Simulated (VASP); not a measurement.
Here is a VASP 6.6.1 calculation.

File INCAR:

```
SYSTEM = KZnF3
PREC     = Accurate       ! precision mode
ENCUT    = 520            ! plane-wave cutoff, eV
EDIFF    = 1E-7           ! SCF threshold, eV
ISMEAR   = 0              ! smearing method
SIGMA    = 0.02           ! smearing width, eV
LREAL    = .False.        ! projectors in reciprocal space
LASPH    = .True.         ! aspherical terms in the spheres
NELM     = 100            ! most SCF steps
ALGO     = Normal         ! electronic algorithm
ISIF     = 2              ! what is computed and relaxed
LWAVE    = .False.        ! write WAVECAR
LCHARG   = .False.        ! write CHGCAR
GGA      = PS             ! functional
NBANDS   = 29             ! bands
```

The input KPOINTS:

```
Automatic mesh
0
Gamma
  6 6 6
  0 0 0
```

POSCAR

```
KZnF3
1.0
    4.2342779291      0.0000000000      0.0000000000
    0.0000000000      4.2342779291      0.0000000000
    0.0000000000      0.0000000000      3.9314993166
K Zn F
1 1 3
Direct
    0.0000000000      0.0000000000      0.0000000000
    0.5000000000      0.5000000000      0.5000000000
    0.0000000000      0.5000000000      0.5000000000
    0.5000000000      0.0000000000      0.5000000000
    0.5000000000      0.5000000000      0.0000000000
```

Potentials or basis: VASP PAW PBE potentials, release 64 (K_sv, Zn, F).

The run is started by

```bash
$ cat potpaw_PBE.64/K_sv/POTCAR potpaw_PBE.64/Zn/POTCAR potpaw_PBE.64/F/POTCAR > POTCAR
$ mpirun -np 1 vasp_std > vasp.out
```

**Question.** Predict the band gap on the k mesh.

**Answer.** 3.34 eV (least direct gap 4.98 eV).

**Question.** Predict the pressure.

**Answer.** -3.2 GPa.

Stress tensor (GPa, compression positive):
```
-5.07  0.00  0.00
 0.00 -5.07  0.00
 0.00  0.00  0.46
```

Caveat: the cell differs from its parent crystal (biaxial strain in the a-b plane: +4.5 %, then relaxed in part); the cell stands under tension; the PAW data sets were made with another functional, which shifts forces and pressure a little. A k mesh can miss the band edges.
